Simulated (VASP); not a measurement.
# Ca (I4/mmm) in VASP: a series of runs

Ca is run at these levels: PBE; tasks: single point.

Everything below comes from runs of VASP 6.6.1. Logs are shortened: lines on timing, memory, paths and dates and some standing lists are left out, and cuts for length are marked.

## (1) The cell of the first run

Symmetry: I4/mmm, No. 139, tetragonal system. The conventional cell has a = 3.952 Å, b = 3.952 Å, c = 5.309 Å, α = 90.00°, β = 90.00°, γ = 90.00°. Within 5.1 Å of Ca (site symmetry 4/mmm) lie 12 Ca at 3.85 to 3.95 Å.

## (2) Single point, PBE (strain -0.0500 x Voigt [1, 0, 0, 0, 0, 0])

INCAR

```
SYSTEM = Ca
ALGO = Fast
EDIFF = 1E-6
ENCUT = 520
GGA = PE
ISIF = 2
ISMEAR = 0
LASPH = .True.
LCHARG = .False.
LREAL = .False.
LWAVE = .False.
NBANDS = 11
NELM = 100
PREC = Accurate
SIGMA = 0.15
```

KPOINTS

```
k-points
0
Gamma
  14 14 14
  0 0 0
```

POSCAR

```
Ca
1.0
    0.0000000000      2.7942000000      2.7942000000
    2.6544900000      0.0000000000      2.7942000000
    2.6544900000      2.7942000000      0.0000000000
Ca
1
Direct
    0.0000000000      0.0000000000      0.0000000000
```

Potentials or basis: VASP PAW PBE potentials, release 64 (Ca_sv).

On the command line:

```sh
> cat potpaw_PBE.64/Ca_sv/POTCAR > POTCAR
> mpirun -np 1 vasp_std > vasp.out
```

OUTCAR:

```text
SYSTEM = Ca
   EDIFF = 1E-6
   ENCUT = 520
   GGA = PE
   ISIF = 2
   ISMEAR = 0
   LASPH = .True.
   LREAL = .False.
   NELM = 100
   PREC = Accurate

 ion  position               nearest neighbor table
   1  0.000  0.000  0.000-

  LATTYP: Found a body centered tetragonal cell.
 ALAT       =     3.9515955360
 C/A-ratio  =     1.3435028843

  Lattice vectors:

 A1 = (  -2.6544900000,   0.0000000000,  -2.7942000000)
 A2 = (  -2.6544900000,   0.0000000000,   2.7942000000)
 A3 = (   2.6544900000,   2.7942000000,   0.0000000000)

Analysis of symmetry for initial positions (statically):
=====================================================================
 Subroutine PRICEL returns:
 Original cell was already a primitive cell.

 Routine SETGRP: Setting up the symmetry group for a
 body centered tetragonal supercell.

 Subroutine GETGRP returns: Found 16 space group operations
 (whereof 16 operations were pure point group operations)
 out of a pool of 16 trial point group operations.

The static configuration has the point symmetry D_4h.

Analysis of symmetry for dynamics (positions and initial velocities):
=====================================================================
 Subroutine PRICEL returns:
 Original cell was already a primitive cell.

 Routine SETGRP: Setting up the symmetry group for a
 body centered tetragonal supercell.

 Subroutine GETGRP returns: Found 16 space group operations
 (whereof 16 operations were pure point group operations)
 out of a pool of 16 trial point group operations.

The dynamic configuration has the point symmetry D_4h.

 Subroutine INISYM returns: Found 16 space group operations
 (whereof 16 operations are pure point group operations),
 and found     1 'primitive' translations

----------------------------------------------------------------------------------------

                                     Primitive cell

  volume of cell :      41.4501

  direct lattice vectors                    reciprocal lattice vectors
     0.000000000  2.794200000  2.794200000    -0.188360099  0.178942094  0.178942094
     2.654490000  0.000000000  2.794200000     0.188360099 -0.178942094  0.178942094
     2.654490000  2.794200000  0.000000000     0.188360099  0.178942094 -0.178942094

  length of vectors
     3.951595536  3.854071977  3.854071977     0.315468023  0.315468023  0.315468023

  position of ions in fractional coordinates (direct lattice)
     0.000000000  0.000000000  0.000000000

  ion indices of the primitive-cell ions
   primitive index   ion index
                 1           1

----------------------------------------------------------------------------------------

 KPOINTS: k-points

Automatic generation of k-mesh.
 Grid dimensions read from file:
 generate k-points for:   14   14   14

 Generating k-lattice:

  Cartesian coordinates                     Fractional coordinates (reciprocal lattice)
    -0.013454293  0.012781578  0.012781578     0.071428571  0.000000000  0.000000000
     0.013454293 -0.012781578  0.012781578     0.000000000  0.071428571 -0.000000000
     0.013454293  0.012781578 -0.012781578     0.000000000 -0.000000000  0.071428571

  Length of vectors
     0.022533430  0.022533430  0.022533430

  Shift w.r.t. Gamma in fractional coordinates (k-lattice)
     0.000000000  0.000000000  0.000000000

 Subroutine IBZKPT returns following result:
 ===========================================

 Found    244 irreducible k-points:

 Following reciprocal coordinates:
            Coordinates               Weight
  0.000000  0.000000  0.000000      1.000000
  0.071429  0.000000  0.000000      8.000000
  0.142857  0.000000  0.000000      8.000000
  0.214286  0.000000  0.000000      8.000000
  0.285714 -0.000000 -0.000000      8.000000
  0.357143 -0.000000 -0.000000      8.000000
[... 16 lines left out ...]
  0.214286  0.142857 -0.000000     16.000000
  0.285714  0.142857  0.000000     16.000000
 [... further k-points ...]
   k-points           NKPTS =    244   k-points in BZ     NKDIM =    244   number of bands    NBANDS=     11
   number of dos      NEDOS =    301   number of ions     NIONS =      1
   total plane-waves  NPLWV =  27000
   dimension x,y,z NGX =    30 NGY =   30 NGZ =   30
   dimension x,y,z NGXF=    60 NGYF=   60 NGZF=   60
   ions per type =               1
   NGX,Y,Z   is equivalent  to a cutoff of  12.62, 12.94, 12.94 a.u.
   NGXF,Y,Z  is equivalent  to a cutoff of  25.24, 25.88, 25.88 a.u.
 SYSTEM =  Ca
   PREC   = accura    normal or accurate (medium, high low for compatibility)
   ISTART =      0    job   : 0-new  1-cont  2-samecut
   ICHARG =      2    charge: 1-file 2-atom 10-const
   ISPIN  =      1    spin polarized calculation?
   LNONCOLLINEAR =      F non collinear calculations
   LSORBIT =      F    spin-orbit coupling
   LASPH  =      T    aspherical Exc in radial PAW
   ENCUT  =  520.0 eV  38.22 Ry    6.18 a.u.   7.35  7.17  7.17*2*pi/ulx,y,z
   NELM   =    100;   NELMIN=  2; NELMDL= -5     # of ELM steps
   EDIFF  = 0.1E-05   stopping-criterion for ELM
   LREAL  =      F    real-space projection
   EDIFFG = 0.1E-04   stopping-criterion for IOM
   NSW    =      0    number of steps for IOM
   IBRION =     -1    ionic relax: 0-MD 1-quasi-New 2-CG
   NFREE  =      0    steps in history (QN), initial steepest desc. (CG)
   ISIF   =      2    stress and relaxation
   ISYM   =      2    0-nonsym 1-usesym 2-fastsym
   POTIM  = 0.5000    time-step for ionic-motion
   TEBEG  =    0.0;   TEEND  =   0.0 temperature during run
   PSTRESS=    0.0 pullay stress
   NELECT =      10.0000    total number of electrons
   NUPDOWN=      -1.0000    fix difference up-down
   EMIN   =  10.00;   EMAX   =-10.00  energy-range for DOS
   EFERMI =   0.00;   METHOD = LEGACY
   ISMEAR =     0;   SIGMA  =   0.15  broadening in eV -4-tet -1-fermi 0-gaus
   EFERMI_NEDOS =   21; number of points for ismear=-14 and -15
   IALGO  =     68    algorithm
   IMIX   =      4    mixing-type and parameters
     AMIX     =   0.40;   BMIX     =  1.00
     AMIX_MAG =   1.60;   BMIX_MAG =  1.00
  volume/ion in A,a.u.               =      41.45       279.72
  Fermi-wavevector in a.u.,A,eV,Ry     =   1.019138  1.925891 14.131574  1.038641
  Thomas-Fermi vector in A             =   2.152635
   LORBIT       =      0    0 simple, 1 ext, 2 COOP (PROOUT), +10 PAW based schemes
   GGA     = PE    functional components
   LHFCALC =     F    Hartree Fock is set to
   AEXX    =    0.0000 exact exchange contribution
   IVDW    =     0    specifies the selected vdW correction
   LEPSILON=     F    determine dielectric tensor
   LRPA    =     F    only Hartree local field effects (RPA)
 non-spin polarized calculation
 RMM-DIIS sequential band-by-band and
 Gauss-broadening in eV      SIGMA  =   0.15
  energy-cutoff  :      520.00
  volume of cell :       41.45
 maximum number of plane-waves:      1138
 NGX is ok and might be reduce to    30
   NGX = 15   NGY = 15   NGZ = 15

 number of electron      10.0000001 magnetization

 Free energy of the ion-electron system (eV)
  ---------------------------------------------------
  ext. energy  EPLUGINS =         0.00000000
  ---------------------------------------------------
  free energy    TOTEN  =        -1.93514755 eV

  energy without entropy =       -1.92021783  energy(sigma->0) =       -1.92768269

 E-fermi :   2.0316     XC(G=0):  -7.7911

 val. band max:        2.0294671547   @ k =   0.2143  -0.4286   0.0714
 cond. band min:       2.0340793339   @ k =  -0.4286   0.1429   0.1429
 fundamental gap:      0.0046121793
 Fermi energy:         2.0316112645

 k-point     1 :       0.0000    0.0000    0.0000
  band No.  band energies     occupation
      1     -39.9437      2.00000
      2     -20.8598      2.00000
      3     -20.8598      2.00000
      4     -20.8552      2.00000
      5      -2.0256      2.00000
      6       4.3268      0.00000
      7       4.3268      0.00000
      8       4.5498      0.00000
      9       5.3307      0.00000
     10       5.6181      0.00000
     11      11.2520      0.00000

 k-point     2 :       0.0714    0.0000    0.0000
  band No.  band energies     occupation
      1     -39.9429      2.00000
      2     -20.8661      2.00000
      3     -20.8611      2.00000
      4     -20.8571      2.00000
      5      -1.9367      2.00000
      6       4.2660      0.00000
      7       4.3592      0.00000
      8       4.5486      0.00000
      9       5.3066      0.00000
     10       5.5826      0.00000
     11      11.3621      0.00000

 k-point     3 :       0.1429    0.0000    0.0000
  band No.  band energies     occupation
      1     -39.9409      2.00000
      2     -20.8866      2.00000
      3     -20.8647      2.00000
      4     -20.8596      2.00000
      5      -1.6747      2.00000
      6       4.0326      0.00000
      7       4.4258      0.00000
      8       4.6046      0.00000
      9       5.2760      0.00000
     10       5.5090      0.00000
     11      11.2207      0.00000

 k-point     4 :       0.2143    0.0000    0.0000
  band No.  band energies     occupation
      1     -39.9379      2.00000
      2     -20.9164      2.00000
      3     -20.8699      2.00000
      4     -20.8626      2.00000
      5      -1.2534      2.00000
      6       3.6719      0.00000
      7       4.4390      0.00000
      8       4.6605      0.00000
      9       5.3491      0.00000
     10       5.4926      0.00000
     11      10.1064      0.00000
[... 239 lines left out ...]
 k-point    22 :       0.1429    0.1429    0.0000
  band No.  band energies     occupation
      1     -39.9402      2.00000
      2     -20.8869      2.00000
      3     -20.8677      2.00000
      4     -20.8661      2.00000
      5      -1.5751      2.00000
      6       3.9184      0.00000
      7       4.5491      0.00000
      8       4.7183      0.00000
      9       4.9276      0.00000
     10       5.6596      0.00000
     11      11.9185      0.00000

 k-point    23 :       0.2143    0.1429   -0.0000
  band No.  band energies     occupation
      1     -39.9380      2.00000
      2     -20.9054      2.00000
      3     -20.8720      2.00000
      4     -20.8708      2.00000
      5      -1.2736      2.00000
      6       3.7049      0.00000
      7       4.5392      0.00000
      8       4.7481      0.00000
      9       4.9125      0.00000
     10       5.7062      0.00000
     11      11.1295      0.00000

 k-point    24 :       0.2857    0.1429    0.0000
  band No.  band energies     occupation
      1     -39.9352      2.00000
      2     -20.9312      2.00000
      3     -20.8780      2.00000
      4     -20.8752      2.00000
      5      -0.8225      2.00000
      6       3.4240      0.00000
      7       4.2807      0.00000
      8       4.7849      0.00000
      9       5.1647      0.00000
     10       5.8077      0.00000
     11       9.9236      0.00000

 [... further k-points ...]
[... 5 lines left out ...]
  --------------------------------------------------------------------------------------
  -------------------------------------------------------------------------------------
  Total        0.1320990      0.0563918      0.0563918      0.0000000      0.0000000      0.0000000
  in kB        5.1060390      2.1797200      2.1797200      0.0000000      0.0000000      0.0000000
  external PRESSURE =       3.1551596 kB  Pullay stress =       0.0000000 kB

 VOLUME and BASIS-vectors are now :
 -----------------------------------------------------------------------------
  energy-cutoff  :      520.00
  volume of cell :       41.45
      direct lattice vectors                 reciprocal lattice vectors
     0.000000000  2.794200000  2.794200000    -0.188360099  0.178942094  0.178942094
     2.654490000  0.000000000  2.794200000     0.188360099 -0.178942094  0.178942094
     2.654490000  2.794200000  0.000000000     0.188360099  0.178942094 -0.178942094

 POSITION                                       TOTAL-FORCE (eV/Angst)
 -----------------------------------------------------------------------------------
      0.00000      0.00000      0.00000         0.000000      0.000000      0.000000
 -----------------------------------------------------------------------------------
    total drift:                               -0.000000     -0.000000     -0.000000

  FREE ENERGIE OF THE ION-ELECTRON SYSTEM (eV)
  ---------------------------------------------------
  free  energy   TOTEN  =        -1.9351475457 eV

  energy  without entropy=       -1.9202178298  energy(sigma->0) =       -1.92768269
```

Run time: 1.9 min. Hardware: 1 thread of AMD EPYC 9R45 (Zen 5), shared host; peak memory 0.21 GiB.

Results:

| Quantity | Value |
| --- | --- |
| Free energy | -1.9351 eV |
| Pressure | 0.3 GPa |
| Band gap on the k mesh | zero (band 5 reaches 2.19 eV, above the bottom of band 6 at 1.89 eV) |

Stress tensor (GPa, compression positive):
```
0.51 0.00 0.00
0.00 0.22 0.00
0.00 0.00 0.22
```

Caveat: the cell differs from its parent crystal (strain -0.0500 x Voigt [1, 0, 0, 0, 0, 0]).

[end of part 1 of 2]
